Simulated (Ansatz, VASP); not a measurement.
MgS in VASP and in Ansatz

INCAR

```
SYSTEM = MgS
PREC = Accurate ; ENCUT = 520
EDIFF = 1E-6 ; ISMEAR = 0
SIGMA = 0.1 ; LREAL = .False.
LASPH = .True. ; NELM = 100
ALGO = Normal ; ISIF = 2
LWAVE = .False. ; LCHARG = .False.
LDIPOL = .True. ; IDIPOL = 3
DIPOL = 0.5 0.5 0.287 ; GGA = PE
IVDW = 12 ; NBANDS = 26
```

The input KPOINTS:

```
regular mesh
0
Gamma
  2 4 1
  0 0 0
```

Contents of POSCAR:

```
MgS
1.0
    7.1155818654      0.0000000000      0.0000000000
    0.0000000000      3.5577909327      0.0000000000
    0.0000000000      0.0000000000     31.3600000000
Mg S
4 4
Direct
    0.0000000000      0.0000000000      0.2514935758
    0.5000000000      0.0000000000      0.2514935758
    0.2500000000      0.5000000000      0.3224860160
    0.7500000000      0.5000000000      0.3224860160
    0.2500000000      0.5000000000      0.2411567710
    0.7500000000      0.5000000000      0.2411567710
    0.5000000000      0.0000000000      0.3328228208
    0.0000000000      0.0000000000      0.3328228208
```

Input for Ansatz:

```yaml
crystal:
  lattice:
    - [7.1155818654, 0.0, 0.0]
    - [0.0, 3.5577909327, 0.0]
    - [0.0, 0.0, 31.36]
  atoms:
    - { symbol: Mg, position: [0.0, 0.0, 0.2514935758] }
    - { symbol: Mg, position: [0.5, 0.0, 0.2514935758] }
    - { symbol: Mg, position: [0.25, 0.5, 0.322486016] }
    - { symbol: Mg, position: [0.75, 0.5, 0.322486016] }
    - { symbol: S, position: [0.25, 0.5, 0.241156771] }
    - { symbol: S, position: [0.75, 0.5, 0.241156771] }
    - { symbol: S, position: [0.5, 0.0, 0.3328228208] }
    - { symbol: S, position: [0.0, 0.0, 0.3328228208] }
  periodic: [true, true, false]
basis:
  ecutwfc: 420
kpoints:
  mp_grid: { grid: [2, 4, 1] }
hamiltonian:
  xc: pbe
  dispersion: d3bj
scf:
  occupations: { method: gaussian, width: 0.1 }
  lower_state_search: "off"
output:
  forces: true
  stress: true
  eigenvalues: true
```

Alike in both runs: task single point; functional PBE; dispersion D3(BJ); k mesh 2 × 4 × 1; occupations gaussian, width 0.1 eV; no spin polarisation.

```csv
,VASP,Ansatz
version,VASP 6.6.1,Ansatz 0.2.0
potentials or method,"VASP PAW PBE potentials, release 64 (Mg, S), cutoff 520 eV","scalar-relativistic, plane waves, PAW"
valence electrons in the cell,32,64
```

```csv
,VASP,Ansatz,Ansatz less VASP
gap on the k mesh at the Fermi level (eV),3.41,3.43,+0.019
least direct gap on the mesh (eV),3.48,3.50,+0.020
rms of the force components (eV/Å),0.012,0.007,-0.0044
```

Atom by atom the forces differ by 0.008 eV/Å (rms over components). VASP's potentials hold 32 valence electrons a cell and Ansatz's 64, so a difference there can come from the potentials and not from the codes.

The k mesh is coarse, so the values compare programs but aren't converged.
